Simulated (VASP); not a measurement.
A run of VASP 6.6.1 is set up as follows.

POSCAR

```
MgO
1.0
    0.0000000000      2.1021674168      2.1202460566
    2.1021674168      0.0000000000      2.1202460566
    2.1021674168      2.1021674168      0.0000000000
Mg O
1 1
Direct
    0.0000000000      0.0000000000      0.0000000000
    0.5000000000      0.5000000000      0.5000000000
```

The input INCAR.step1:

```
ALGO = Normal
EDIFF = 1E-5
ENCUT = 660
GGA = PE
GGA_COMPAT = False
ISMEAR = 0
LASPH = True
LCHARG = False
LREAL = False
LWAVE = True
NBANDS = 15
NELM = 120
PREC = Accurate
SIGMA = 0.01
```

INCAR.step2

```
ALGO = Normal
EDIFF = 1E-6
ENCUT = 660
GGA_COMPAT = False
ISIF = 2
ISMEAR = 0
ISTART = 1
LASPH = True
LCHARG = True
LELF = True
LMIXTAU = True
LREAL = False
LVHAR = True
LWAVE = False
METAGGA = R2SCAN
NBANDS = 15
NELM = 120
PREC = Accurate
SIGMA = 0.01
```

The input KPOINTS:

```
k-points
0
Gamma
  10 10 10
```

Potentials or basis: VASP PAW PBE potentials, release 64 (Mg_sv, O).

Command:

```console
$ cat potpaw_PBE.64/Mg_sv/POTCAR potpaw_PBE.64/O/POTCAR > POTCAR
$ cp INCAR.step1 INCAR
$ mpirun -np 1 vasp_std > vasp.out
$ cp INCAR.step2 INCAR
$ mpirun -np 1 vasp_std > vasp.out
```

(1) Predict the pressure.

(2) Estimate the band gap on the k mesh.

Results:

(1) -1.5 GPa.

(2) 5.61 eV, direct.

Caveat: the cell differs from its parent crystal (uniaxial z strain +0.9%); the PAW data sets were made with another functional, which shifts forces and pressure a little.
